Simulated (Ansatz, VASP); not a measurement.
Two plane-wave programs on WS2

```
W S
1.0
     0.00000    2.93719    2.93719
     2.93719    0.00000    2.93719
     2.93719    2.93719    0.00000
W S
1 2
Direct
  0.00000 0.00000 0.00000
  0.25000 0.25000 0.25000
  0.75000 0.75000 0.75000
```

Alike in both runs: functional PBE; k mesh 11 × 11 × 11; occupations fermi-dirac, width 0.08 eV; no spin polarisation.

Ansatz relaxed the structure, and its values are those at the end. VASP's run is a single point on that final structure, the one shown.

|  | VASP | Ansatz |
| --- | --- | --- |
| version | VASP 6.6.1 | Ansatz 0.2.0 |
| potentials or method | VASP PAW PBE potentials, release 64 (W_sv, S) | PAW with Ansatz's default frozen-core files, scalar-relativistic |
| plane-wave cutoff (eV) | 520 | 420 |
| valence electrons in the cell | 26 | 26 |

```tsv
	VASP	Ansatz	Ansatz less VASP
pressure (GPa)	0.1	0.0	-0.08
```

Neither program's run includes spin-orbit coupling.
